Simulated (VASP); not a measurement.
# AlN (C2/m) in VASP: further runs, part 2 of 2

VASP 6.6.1.

**3. Single point, PBE (mode 10 frozen in at -0.019 Å and mode 12 at -0.046 Å (largest displacements))**

INCAR reads:

```
SYSTEM = AlN
  PREC = Accurate
  ENCUT = 600
  EDIFF = 1E-6
  ISMEAR = 0
  SIGMA = 0.05
  LREAL = .False.
  LASPH = .True.
  NELM = 120
  ALGO = Normal
  ISIF = 2
  LWAVE = .False.
  LCHARG = .False.
  GGA = PE
  NBANDS = 16
  GGA_COMPAT = .False.
```

KPOINTS reads:

```
Automatic mesh
0
Gamma
  8 8 6
  0 0 0
```

POSCAR reads:

```
AlN
1.0
    0.0000000000     -2.0353166207     -2.0353166207
    0.0000000000      2.0353166207     -2.0353166207
    4.0706332413      0.0000000000      0.0000000000
Al N
2 2
Direct
    0.5008790776      0.4991209224      0.0000207827
   -0.0008790776      0.0008790776      0.4999792173
    0.5046675785      0.4953324215      0.4886504145
   -0.0046675785      1.0046675785      0.0113495855
```

Potentials or basis: VASP PAW PBE potentials, release 64 (Al, N).

On the command line:

```
$ cat potpaw_PBE.64/Al/POTCAR potpaw_PBE.64/N/POTCAR > POTCAR
$ mpirun -np 1 vasp_std > vasp.out
```

OUTCAR:

```text
SYSTEM = AlN
   PREC = Accurate
   ENCUT = 600
   EDIFF = 1E-6
   ISMEAR = 0
   LREAL = .False.
   LASPH = .True.
   NELM = 120
   ISIF = 2
   GGA = PE

 ion  position               nearest neighbor table
   1  0.501  0.499  0.000-   3 1.99   4 2.01   4 2.04   4 2.04   4 2.06   3 2.08   2 2.87   2 2.87
                             2 2.88   2 2.88   2 2.88   2 2.88   2 2.88   2 2.88
   2  0.999  0.001  0.500-   4 1.99   3 2.01   3 2.04   3 2.04   3 2.06   4 2.08   1 2.87   1 2.87
                             1 2.88   1 2.88   1 2.88   1 2.88   1 2.88   1 2.88
   3  0.505  0.495  0.489-   1 1.99   2 2.01   2 2.04   2 2.04   2 2.06   1 2.08
   4  0.995  0.005  0.011-   2 1.99   1 2.01   1 2.04   1 2.04   1 2.06   2 2.08

  LATTYP: Found a simple tetragonal cell.
 ALAT       =     2.8783723687
 C/A-ratio  =     1.4142135623

  Lattice vectors:

 A1 = (   0.0000000000,  -2.0353166207,  -2.0353166207)
 A2 = (   0.0000000000,   2.0353166207,  -2.0353166207)
 A3 = (   4.0706332413,   0.0000000000,   0.0000000000)

Analysis of symmetry for initial positions (statically):
=====================================================================
 Subroutine PRICEL returns:
 Original cell was already a primitive cell.

 Routine SETGRP: Setting up the symmetry group for a
 simple tetragonal supercell.

 Subroutine GETGRP returns: Found  4 space group operations
 (whereof  2 operations were pure point group operations)
 out of a pool of 16 trial point group operations.

The static configuration has the point symmetry C_1h.
 The point group associated with its full space group is C_2h.

Analysis of symmetry for dynamics (positions and initial velocities):
=====================================================================
 Subroutine PRICEL returns:
 Original cell was already a primitive cell.

 Routine SETGRP: Setting up the symmetry group for a
 simple tetragonal supercell.

 Subroutine GETGRP returns: Found  4 space group operations
 (whereof  2 operations were pure point group operations)
 out of a pool of 16 trial point group operations.

The dynamic configuration has the point symmetry C_1h.
 The point group associated with its full space group is C_2h.

 Subroutine INISYM returns: Found  4 space group operations
 (whereof  2 operations are pure point group operations),
 and found     1 'primitive' translations

----------------------------------------------------------------------------------------

                                     Primitive cell

  volume of cell :      33.7253

  direct lattice vectors                    reciprocal lattice vectors
     0.000000000 -2.035316621 -2.035316621     0.000000000 -0.245662024 -0.245662024
     0.000000000  2.035316621 -2.035316621     0.000000000  0.245662024 -0.245662024
     4.070633241  0.000000000  0.000000000     0.245662024  0.000000000  0.000000000

  length of vectors
     2.878372369  2.878372369  4.070633241     0.347418566  0.347418566  0.245662024

  position of ions in fractional coordinates (direct lattice)
     0.500879078  0.499120922  0.000020783
     0.999120922  0.000879078  0.499979217
     0.504667578  0.495332422  0.488650415
     0.995332422  0.004667578  0.011349585

  ion indices of the primitive-cell ions
   primitive index   ion index
                 1           1
                 2           2
                 3           3
                 4           4

[... 25 lines left out ...]

 Following reciprocal coordinates:
            Coordinates               Weight
  0.000000  0.000000  0.000000      1.000000
  0.125000  0.000000  0.000000      4.000000
  0.250000  0.000000  0.000000      4.000000
  0.375000  0.000000  0.000000      4.000000
  0.500000  0.000000  0.000000      2.000000
  0.125000  0.125000  0.000000      2.000000
[... 16 lines left out ...]
  0.125000  0.000000  0.166667      4.000000
  0.000000  0.125000  0.166667      4.000000
 [... further k-points ...]
   k-points           NKPTS =    114   k-points in BZ     NKDIM =    114   number of bands    NBANDS=     16
   number of dos      NEDOS =    301   number of ions     NIONS =      4
   total plane-waves  NPLWV =  20736
   dimension x,y,z NGX =    24 NGY =   24 NGZ =   36
   dimension x,y,z NGXF=    48 NGYF=   48 NGZF=   72
   ions per type =               2   2
   NGX,Y,Z   is equivalent  to a cutoff of  13.86, 13.86, 14.70 a.u.
   NGXF,Y,Z  is equivalent  to a cutoff of  27.72, 27.72, 29.41 a.u.
 SYSTEM =  AlN
   PREC   = accura    normal or accurate (medium, high low for compatibility)
   ISTART =      0    job   : 0-new  1-cont  2-samecut
   ICHARG =      2    charge: 1-file 2-atom 10-const
   ISPIN  =      1    spin polarized calculation?
   LNONCOLLINEAR =      F non collinear calculations
   LSORBIT =      F    spin-orbit coupling
   LASPH  =      T    aspherical Exc in radial PAW
   ENCUT  =  600.0 eV  44.10 Ry    6.64 a.u.   5.75  5.75  8.13*2*pi/ulx,y,z
   NELM   =    120;   NELMIN=  2; NELMDL= -5     # of ELM steps
   EDIFF  = 0.1E-05   stopping-criterion for ELM
   LREAL  =      F    real-space projection
   EDIFFG = 0.1E-04   stopping-criterion for IOM
   NSW    =      0    number of steps for IOM
   IBRION =     -1    ionic relax: 0-MD 1-quasi-New 2-CG
   NFREE  =      0    steps in history (QN), initial steepest desc. (CG)
   ISIF   =      2    stress and relaxation
   ISYM   =      2    0-nonsym 1-usesym 2-fastsym
   POTIM  = 0.5000    time-step for ionic-motion
   TEBEG  =    0.0;   TEEND  =   0.0 temperature during run
   PSTRESS=    0.0 pullay stress
   NELECT =      16.0000    total number of electrons
   NUPDOWN=      -1.0000    fix difference up-down
   EMIN   =  10.00;   EMAX   =-10.00  energy-range for DOS
   EFERMI =   0.00;   METHOD = LEGACY
   ISMEAR =     0;   SIGMA  =   0.05  broadening in eV -4-tet -1-fermi 0-gaus
   EFERMI_NEDOS =   21; number of points for ismear=-14 and -15
   IALGO  =     38    algorithm
   IMIX   =      4    mixing-type and parameters
     AMIX     =   0.40;   BMIX     =  1.00
     AMIX_MAG =   1.60;   BMIX_MAG =  1.00
  volume/ion in A,a.u.               =       8.43        56.90
  Fermi-wavevector in a.u.,A,eV,Ry     =   1.276820  2.412839 22.181144  1.630268
  Thomas-Fermi vector in A             =   2.409454
   LORBIT       =      0    0 simple, 1 ext, 2 COOP (PROOUT), +10 PAW based schemes
   GGA     = PE    functional components
   LHFCALC =     F    Hartree Fock is set to
   AEXX    =    0.0000 exact exchange contribution
   IVDW    =     0    specifies the selected vdW correction
   LEPSILON=     F    determine dielectric tensor
   LRPA    =     F    only Hartree local field effects (RPA)
 non-spin polarized calculation
 Gauss-broadening in eV      SIGMA  =   0.05
  energy-cutoff  :      600.00
  volume of cell :       33.73
 maximum number of plane-waves:      1176
   NGX = 11   NGY = 11   NGZ = 17

 number of electron      16.0000000 magnetization

 Free energy of the ion-electron system (eV)
  ---------------------------------------------------
  ext. energy  EPLUGINS =         0.00000000
  ---------------------------------------------------
  free energy    TOTEN  =       -29.03515996 eV

  energy without entropy =      -29.03515996  energy(sigma->0) =      -29.03515996

 E-fermi :   9.9886     XC(G=0): -12.1905

 val. band max:        9.7197670037   @ k =   0.0000   0.0000   0.0000
 cond. band min:      14.1046191905   @ k =   0.5000   0.5000   0.0000
 fundamental gap:      4.3848521869
 Fermi energy:         9.9886197729

 k-point     1 :       0.0000    0.0000    0.0000
  band No.  band energies     occupation
      1      -7.6749      2.00000
      2      -3.5230      2.00000
      3       2.4548      2.00000
      4       6.9493      2.00000
      5       6.9523      2.00000
      6       9.6481      2.00000
[... 433 lines left out ...]
      3       3.0962      2.00000
      4       6.2097      2.00000
      5       7.2118      2.00000
      6       7.9265      2.00000
[... 8 lines left out ...]
     15      22.5657      0.00000
     16      24.9788      0.00000

 [... further k-points ...]
[... 5 lines left out ...]
  --------------------------------------------------------------------------------------
  -------------------------------------------------------------------------------------
  Total        0.1263322      0.0234391     -0.0397321      0.0325354      0.0000000      0.0000000
  in kB        6.0016242      1.1135133     -1.8875403      1.5456471      0.0000000      0.0000000
  external PRESSURE =       1.7425324 kB  Pullay stress =       0.0000000 kB

 VOLUME and BASIS-vectors are now :
 -----------------------------------------------------------------------------
  energy-cutoff  :      600.00
  volume of cell :       33.73
      direct lattice vectors                 reciprocal lattice vectors
     0.000000000 -2.035316621 -2.035316621     0.000000000 -0.245662024 -0.245662024
     0.000000000  2.035316621 -2.035316621     0.000000000  0.245662024 -0.245662024
     4.070633241  0.000000000  0.000000000     0.245662024  0.000000000  0.000000000

 POSITION                                       TOTAL-FORCE (eV/Angst)
 -----------------------------------------------------------------------------------
      0.00008     -0.00358     -2.03532        -0.010851      0.107544      0.000000
      2.03523     -2.03174     -2.03532         0.010851     -0.107544      0.000000
      1.98912     -0.01900     -2.03532         1.171413      0.295128      0.000000
      0.04620     -2.01632     -2.03532        -1.171413     -0.295128      0.000000
 -----------------------------------------------------------------------------------
    total drift:                                0.000000     -0.000000     -0.000000

  FREE ENERGIE OF THE ION-ELECTRON SYSTEM (eV)
  ---------------------------------------------------
  free  energy   TOTEN  =       -29.0351599566 eV

  energy  without entropy=      -29.0351599566  energy(sigma->0) =      -29.03515996
```

OSZICAR:

```text
N       E                     dE             d eps       ncg     rms          rms(c)
DAV:   1     0.399141517007E+02    0.39914E+02   -0.80128E+03  3648   0.104E+03
DAV:   2    -0.295053372607E+02   -0.69419E+02   -0.63128E+02  5152   0.204E+02
DAV:   3    -0.325043259941E+02   -0.29990E+01   -0.29858E+01  4552   0.440E+01
DAV:   4    -0.325194523897E+02   -0.15126E-01   -0.15125E-01  4480   0.341E+00
DAV:   5    -0.325195995277E+02   -0.14714E-03   -0.14714E-03  4456   0.360E-01    0.107E+01
DAV:   6    -0.290495919476E+02    0.34700E+01   -0.70127E+00  4640   0.210E+01    0.359E+00
DAV:   7    -0.290483169454E+02    0.12750E-02   -0.57794E-01  3816   0.565E+00    0.259E+00
DAV:   8    -0.290385630018E+02    0.97539E-02   -0.42876E-02  3952   0.196E+00    0.525E-01
DAV:   9    -0.290350286180E+02    0.35344E-02   -0.68703E-03  4808   0.702E-01    0.217E-01
DAV:  10    -0.290352696819E+02   -0.24106E-03   -0.15227E-03  4464   0.271E-01    0.133E-01
DAV:  11    -0.290351591136E+02    0.11057E-03   -0.26679E-04  4392   0.133E-01    0.210E-02
DAV:  12    -0.290351600814E+02   -0.96778E-06   -0.11605E-05  4312   0.271E-02    0.785E-03
DAV:  13    -0.290351599566E+02    0.12476E-06   -0.40619E-07  2336   0.625E-03
   1 F= -.29035160E+02 E0= -.29035160E+02  d E =-.241161E-16
```

It took 26 s on 1 thread of Intel Xeon 6975P-C, shared host; peak memory 0.19 GiB.

Results:

```
Free energy            : -29.0352 eV
Pressure               : 0.2 GPa
Largest force          : 1.208 eV/Å
Band gap on the k mesh : 4.38 eV
```

Forces on the atoms (eV/Å):
```
Al  -0.011  0.108  0.000
Al   0.011 -0.108  0.000
N    1.171  0.295  0.000
N   -1.171 -0.295  0.000
```

Stress tensor (GPa, compression positive):
```
 0.60  0.15  0.00
 0.15  0.11  0.00
 0.00  0.00 -0.19
```

Levels at points of the mesh, in eV from the valence-band top:
| k point | band 4 | band 5 | band 6 | band 7 | band 8 | band 9 | band 10 | band 11 | band 12 | band 13 |
| --- | --- | --- | --- | --- | --- | --- | --- | --- | --- | --- |
| (0.00, 0.00, 0.00) | -2.77 | -2.77 | -0.07 | -0.01 | 0.00 | 4.45 | 5.32 | 5.33 | 12.01 | 12.04 |
| (0.50, 0.00, 0.00) | -5.80 | -4.15 | -3.99 | -1.15 | -1.06 | 8.20 | 8.22 | 9.48 | 9.65 | 11.06 |
| (0.50, 0.50, 0.00) | -7.26 | -2.77 | -2.77 | -2.74 | -2.74 | 4.38 | 4.39 | 5.28 | 5.29 | 13.85 |
| (0.00, 0.00, 0.50) | -3.70 | -1.77 | -1.77 | -1.44 | -1.44 | 7.34 | 7.44 | 7.50 | 7.62 | 10.11 |
| (0.50, 0.00, 0.50) | -8.18 | -1.06 | -1.06 | -1.06 | -1.04 | 5.93 | 5.97 | 10.70 | 10.70 | 10.82 |
| (0.50, 0.50, 0.50) | -5.78 | -5.44 | -5.43 | -3.87 | -3.87 | 7.81 | 7.82 | 10.01 | 10.04 | 11.21 |

Caveat: the cell differs from its parent crystal (mode 10 frozen in at -0.019 Å and mode 12 at -0.046 Å (largest displacements)); forces of over 1 eV/Å act on the atoms, so gaps and moduli don't describe the material at rest.
